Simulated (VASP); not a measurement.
# Ca (Cmcm) in VASP: a series of runs

The runs below take Ca through single point, with PBE.

All numbers are computed with VASP 6.6.1; they aren't measurements. Logs are shortened: lines on timing, memory, paths and dates and some standing lists are left out, and cuts for length are marked.

### 1 The cell of the first run

The structure is orthorhombic, space group Cmcm (No. 63). The conventional cell has a = 3.943 Å, b = 6.791 Å, c = 6.509 Å, α = 90.00°, β = 90.00°, γ = 90.00°. Within 5.2 Å of Ca (site symmetry m2m) lie 12 Ca at 3.93 to 3.98 Å.

### 2 Single point, PBE

File INCAR:

```
PREC = Accurate
ENCUT = 520
EDIFF = 1E-7
ISMEAR = 0
SIGMA = 0.15
LREAL = F
LASPH = T
NELM = 100
ALGO = Normal
ISIF = 2
LWAVE = F
LCHARG = F
GGA = PE
NBANDS = 17
```

File KPOINTS:

```
Automatic mesh
0
Gamma
  16 16 8
```

File POSCAR:

```
Ca
1.0
    1.9712759950     -3.3954901800      0.0000000000
    1.9712759950      3.3954901800      0.0000000000
    0.0000000000      0.0000000000      6.5091117400
Ca
2
Direct
    0.8355866000      0.1644134000      0.2500000000
    0.1644134000      0.8355866000      0.7500000000
```

Potentials or basis: VASP PAW PBE potentials, release 64 (Ca_sv).

Run with:

```console
> cat potpaw_PBE.64/Ca_sv/POTCAR > POTCAR
> mpirun -np 1 vasp_std > vasp.out
```

OUTCAR:

```text
PREC = Accurate
   ENCUT = 520
   EDIFF = 1E-7
   ISMEAR = 0
   LREAL = F
   LASPH = T
   NELM = 100
   ISIF = 2
   GGA = PE

 ion  position               nearest neighbor table
   1  0.836  0.164  0.250-
   2  0.164  0.836  0.750-

  LATTYP: Found a base centered orthorhombic cell.
 ALAT       =     3.9425519900
 B/A-ratio  =     1.7224834009
 C/A-ratio  =     1.6509894496

  Lattice vectors:

 A1 = (   1.9712759950,  -3.3954901800,   0.0000000000)
 A2 = (   1.9712759950,   3.3954901800,   0.0000000000)
 A3 = (   0.0000000000,   0.0000000000,   6.5091117400)

Analysis of symmetry for initial positions (statically):
=====================================================================
 Subroutine PRICEL returns:
 Original cell was already a primitive cell.

 Routine SETGRP: Setting up the symmetry group for a
 base centered orthorhombic supercell.

 Subroutine GETGRP returns: Found  8 space group operations
 (whereof  4 operations were pure point group operations)
 out of a pool of  8 trial point group operations.

The static configuration has the point symmetry C_2h.
 The point group associated with its full space group is D_2h.

Analysis of symmetry for dynamics (positions and initial velocities):
=====================================================================
 Subroutine PRICEL returns:
 Original cell was already a primitive cell.

 Routine SETGRP: Setting up the symmetry group for a
 base centered orthorhombic supercell.

 Subroutine GETGRP returns: Found  8 space group operations
 (whereof  4 operations were pure point group operations)
 out of a pool of  8 trial point group operations.

The dynamic configuration has the point symmetry C_2h.
 The point group associated with its full space group is D_2h.

 Subroutine INISYM returns: Found  8 space group operations
 (whereof  4 operations are pure point group operations),
 and found     1 'primitive' translations

----------------------------------------------------------------------------------------

                                     Primitive cell

  volume of cell :      87.1368

  direct lattice vectors                    reciprocal lattice vectors
     1.971275995 -3.395490180  0.000000000     0.253642819 -0.147254144  0.000000000
     1.971275995  3.395490180  0.000000000     0.253642819  0.147254144  0.000000000
     0.000000000  0.000000000  6.509111740     0.000000000  0.000000000  0.153630793

[... 76 lines left out ...]
   ICHARG =      2    charge: 1-file 2-atom 10-const
   ISPIN  =      1    spin polarized calculation?
   LNONCOLLINEAR =      F non collinear calculations
   LSORBIT =      F    spin-orbit coupling
   LASPH  =      T    aspherical Exc in radial PAW
   ENCUT  =  520.0 eV  38.22 Ry    6.18 a.u.   7.30  7.30 12.10*2*pi/ulx,y,z
   NELM   =    100;   NELMIN=  2; NELMDL= -5     # of ELM steps
   EDIFF  = 0.1E-06   stopping-criterion for ELM
   LREAL  =      F    real-space projection
   EDIFFG = 0.1E-05   stopping-criterion for IOM
   NSW    =      0    number of steps for IOM
   IBRION =     -1    ionic relax: 0-MD 1-quasi-New 2-CG
   NFREE  =      0    steps in history (QN), initial steepest desc. (CG)
   ISIF   =      2    stress and relaxation
   ISYM   =      2    0-nonsym 1-usesym 2-fastsym
   POTIM  = 0.5000    time-step for ionic-motion
   TEBEG  =    0.0;   TEEND  =   0.0 temperature during run
   PSTRESS=    0.0 pullay stress
   NELECT =      20.0000    total number of electrons
   NUPDOWN=      -1.0000    fix difference up-down
   EMIN   =  10.00;   EMAX   =-10.00  energy-range for DOS
   EFERMI =   0.00;   METHOD = LEGACY
   ISMEAR =     0;   SIGMA  =   0.15  broadening in eV -4-tet -1-fermi 0-gaus
   EFERMI_NEDOS =   21; number of points for ismear=-14 and -15
   IALGO  =     38    algorithm
   IMIX   =      4    mixing-type and parameters
     AMIX     =   0.40;   BMIX     =  1.00
     AMIX_MAG =   1.60;   BMIX_MAG =  1.00
  volume/ion in A,a.u.               =      43.57       294.01
  Fermi-wavevector in a.u.,A,eV,Ry     =   1.002346  1.894159 13.669737  1.004697
  Thomas-Fermi vector in A             =   2.134827
   LORBIT       =      0    0 simple, 1 ext, 2 COOP (PROOUT), +10 PAW based schemes
   GGA     = PE    functional components
   LHFCALC =     F    Hartree Fock is set to
   AEXX    =    0.0000 exact exchange contribution
   IVDW    =     0    specifies the selected vdW correction
   LEPSILON=     F    determine dielectric tensor
   LRPA    =     F    only Hartree local field effects (RPA)
 non-spin polarized calculation
 Gauss-broadening in eV      SIGMA  =   0.15
  energy-cutoff  :      520.00
  volume of cell :       87.14
 maximum number of plane-waves:      2380
 NGX is ok and might be reduce to    30
   NGX = 15   NGY = 15   NGZ = 25

 number of electron      20.0000001 magnetization

 Free energy of the ion-electron system (eV)
  ---------------------------------------------------
  ext. energy  EPLUGINS =         0.00000000
  ---------------------------------------------------
  free energy    TOTEN  =        -3.86214721 eV

  energy without entropy =       -3.83498832  energy(sigma->0) =       -3.84856777

 E-fermi :   1.8929     XC(G=0):  -7.6368

 val. band max:        1.8895828554   @ k =   0.3125   0.2500   0.1250
 cond. band min:       1.8934636660   @ k =   0.4375   0.3125   0.1250
 fundamental gap:      0.0038808106
 Fermi energy:         1.8928837950

 k-point     1 :       0.0000    0.0000    0.0000
  band No.  band energies     occupation
      1     -40.2447      2.00000
      2     -40.2338      2.00000
      3     -21.2790      2.00000
      4     -21.1850      2.00000
      5     -21.1829      2.00000
      6     -21.1683      2.00000
[... 457 lines left out ...]
      4     -21.1887      2.00000
      5     -21.1841      2.00000
      6     -21.1722      2.00000
[... 9 lines left out ...]
     16       4.4289      0.00000
     17       4.7621      0.00000

 [... further k-points ...]
[... 5 lines left out ...]
  --------------------------------------------------------------------------------------
  -------------------------------------------------------------------------------------
  Total       -0.2650992     -0.1455075     -0.3063332      0.0000000      0.0000000      0.0000000
  in kB       -4.8743567     -2.6754351     -5.6325238      0.0000000      0.0000000      0.0000000
  external PRESSURE =      -4.3941052 kB  Pullay stress =       0.0000000 kB

 VOLUME and BASIS-vectors are now :
 -----------------------------------------------------------------------------
  energy-cutoff  :      520.00
  volume of cell :       87.14
      direct lattice vectors                 reciprocal lattice vectors
     1.971275995 -3.395490180  0.000000000     0.253642819 -0.147254144  0.000000000
     1.971275995  3.395490180  0.000000000     0.253642819  0.147254144  0.000000000
     0.000000000  0.000000000  6.509111740     0.000000000  0.000000000  0.153630793

 POSITION                                       TOTAL-FORCE (eV/Angst)
 -----------------------------------------------------------------------------------
      1.97128     -2.27896      1.62728         0.000000      0.015682     -0.000000
      1.97128      2.27896      4.88183         0.000000     -0.015682      0.000000
 -----------------------------------------------------------------------------------
    total drift:                                0.000000     -0.000000      0.000000

  FREE ENERGIE OF THE ION-ELECTRON SYSTEM (eV)
  ---------------------------------------------------
  free  energy   TOTEN  =        -3.8621472138 eV

  energy  without entropy=       -3.8349883185  energy(sigma->0) =       -3.84856777
```

OSZICAR:

```text
N       E                     dE             d eps       ncg     rms          rms(c)
DAV:   1     0.169298177178E+03    0.16930E+03   -0.10051E+04 12426   0.105E+03
DAV:   2     0.543016539425E+01   -0.16387E+03   -0.16186E+03 13978   0.314E+02
DAV:   3    -0.356323644039E+01   -0.89934E+01   -0.89206E+01 24012   0.529E+01
DAV:   4    -0.386470940422E+01   -0.30147E+00   -0.30096E+00 15881   0.104E+01
DAV:   5    -0.387920630783E+01   -0.14497E-01   -0.14488E-01 21171   0.147E+00    0.310E+00
DAV:   6    -0.386565874952E+01    0.13548E-01   -0.25742E-02 16088   0.149E+00    0.189E+00
DAV:   7    -0.386292994709E+01    0.27288E-02   -0.35161E-02 15877   0.194E+00    0.134E-01
DAV:   8    -0.386210744972E+01    0.82250E-03   -0.36676E-03 15716   0.512E-01    0.225E-02
DAV:   9    -0.386214407436E+01   -0.36625E-04   -0.31820E-04 23360   0.777E-02    0.204E-02
DAV:  10    -0.386214974452E+01   -0.56702E-05   -0.40601E-05 15698   0.597E-02    0.104E-02
DAV:  11    -0.386214729066E+01    0.24539E-05   -0.41338E-06 18837   0.201E-02    0.366E-03
DAV:  12    -0.386214721381E+01    0.76846E-07   -0.16738E-07 14285   0.285E-03
   1 F= -.38621472E+01 E0= -.38485678E+01  d E =-.271589E-01
```

stdout:

```text
POSCAR found type information on POSCAR Ca
 POSCAR found :  1 types and       2 ions
 scaLAPACK will be used
 LDA part: xc-table for (Slater+PW92), standard interpolation
 POSCAR, INCAR and KPOINTS ok, starting setup
 FFT: planning ... GRIDC
 FFT: planning ... GRID_SOFT
 FFT: planning ... GRID
 WAVECAR not read
 entering main loop
```

It took 5.9 min on 1 thread of AMD EPYC 9R45 (Zen 5), shared host; peak memory 0.51 GiB.

Results:

| Quantity | Value |
| --- | --- |
| Free energy | -3.8621 eV |
| Pressure | -0.4 GPa |
| Largest force | 0.016 eV/Å |
| Band gap on the k mesh | zero (band 10 reaches 2.16 eV, above the bottom of band 11 at 1.60 eV) |

Forces in eV/Å, atoms in the order of the input:
```
Ca   0.000  0.016  0.000
Ca   0.000 -0.016  0.000
```

Stress tensor (GPa, compression positive):
```
-0.49  0.00  0.00
 0.00 -0.27  0.00
 0.00  0.00 -0.56
```

(Part 1 of 2 ends here.)
